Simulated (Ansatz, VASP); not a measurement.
**Two plane-wave programs on BN**

```
CELL_PARAMETERS angstrom
2.49121 0.00000 0.00000
-1.23834 2.16163 0.00000
-0.62643 -1.08081 3.00225
ATOMIC_POSITIONS crystal
N 0.66851 0.33238 0.98500
B 0.97964 0.98350 0.00181
```

Alike in both runs: task single point; functional PBE0; k mesh 6 × 6 × 4; occupations fermi-dirac, width 0.05 eV; no spin polarisation.

|  | VASP | Ansatz |
| --- | --- | --- |
| version | VASP 6.6.1 | Ansatz 0.2.0 |
| potentials or method | VASP PAW PBE potentials, release 64 (N, B) | Ansatz PAW |
| plane-wave cutoff (eV) | 520 | 420 |
| valence electrons in the cell | 8 | 8 |

Ansatz gave:

* gap on the k mesh at the Fermi level (eV): 4.90
* least direct gap on the mesh (eV): 6.70
* pressure (GPa): 5.1
* traceless stress, the component that is largest in VASP (GPa): -8.15
* rms of the force components (eV/Å): 1.698

**Question.** Which values does VASP return?

**Answer.** gap on the k mesh at the Fermi level (eV): 4.92; least direct gap on the mesh (eV): 6.72; pressure (GPa): 5.2; traceless stress, the component that is largest in VASP (GPa): -7.95; rms of the force components (eV/Å): 1.696.

Atom by atom the forces differ by 0.002 eV/Å (rms over components).

The k mesh is coarse, so the values compare programs but aren't converged.
